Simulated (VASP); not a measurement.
Crystal: EuS.

```
Eu S
1.0
     0.00000    2.97850    2.97850
     2.97850    0.00000    2.97850
     2.97850    2.97850    0.00000
Eu S
1 1
Cartesian
  0.0000 0.0000 0.0000
  2.9785 2.9785 2.9785
```

Base run:

```yaml
Program: VASP 6.6.1
Functional: revPBE
Dispersion: D4
Potentials_or_basis: VASP PAW PBE potentials, release 64 (Eu, S)
Cutoff: 600 eV
k_mesh: 8 × 8 × 8
Occupations: fermi-dirac, width 0.1 eV
Spin: collinear spin, ferromagnetic start
Starting_moments: "[4.9, 0.0] μB"
Hubbard_terms: Eu f U = 3.0 eV
```

Its results: pressure -1.9 GPa; net moment 7.00 μB per cell; site moments Eu +6.67; S -0.07 μB.

Problem. The run is repeated on the same cell with these changes: hubbard terms from Eu f U = 3.0 eV to Eu f U = 4.5 eV. What comes out?

Solution. Pressure -1.0 GPa; net moment 7.00 μB per cell; site moments Eu +6.70; S -0.07 μB.

Caveats: the PAW data sets were made with another functional, which shifts forces and pressure a little; a cell with one magnetic atom can't hold antiferromagnetic order, which such compounds often take.
